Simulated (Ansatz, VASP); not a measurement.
## One calculation of Sc, two programs

INCAR

```
PREC = Accurate
ENCUT = 520
EDIFF = 1E-6
ISMEAR = 0
SIGMA = 0.05
LREAL = False
LASPH = True
NELM = 60
ALGO = Fast
ISIF = 2
LWAVE = False
LCHARG = False
GGA = PE
NBANDS = 12
```

KPOINTS

```
Automatic mesh
0
Gamma
  8 8 8
```

POSCAR

```
Sc
1.0
    0.0000000000      2.3104254817      2.3104254817
    2.3104254817      0.0000000000      2.3104254817
    2.3104254817      2.3104254817      0.0000000000
Sc
1
Direct
    0.0000000000      0.0000000000      0.0000000000
```

Input for Ansatz:

```yaml
crystal:
  lattice:
    - [0.0, 2.3104254817, 2.3104254817]
    - [2.3104254817, 0.0, 2.3104254817]
    - [2.3104254817, 2.3104254817, 0.0]
  atoms:
    - { symbol: Sc, position: [0.0, 0.0, 0.0] }
basis:
  ecutwfc: 420
  ecutrho_ratio: 4
kpoints:
  mp_grid: { grid: [8, 8, 8] }
hamiltonian:
  xc: pbe
scf:
  occupations: { method: gaussian, width: 0.05 }
output:
  forces: true
  stress: true
  eigenvalues: true
```

Alike in both runs: task single point; functional PBE; k mesh 8 × 8 × 8; occupations gaussian, width 0.05 eV; no spin polarisation.

|  | VASP | Ansatz |
| --- | --- | --- |
| version | VASP 6.6.1 | Ansatz 0.2.0 |
| potentials or method | VASP PAW PBE potentials, release 64 (Sc_sv), cutoff 520 eV | scalar-relativistic, plane waves, PAW |
| valence electrons in the cell | 11 | 11 |

|  | VASP | Ansatz | Ansatz less VASP |
| --- | --- | --- | --- |
| gap on the k mesh at the Fermi level (eV) | none | none | - |
| pressure (GPa) | 0.0 | 0.0 | -0.03 |

A gap of «none» marks a metal or a gap that the smearing closes. The functional is the same, so the differences come from potentials, cutoffs and numerics.
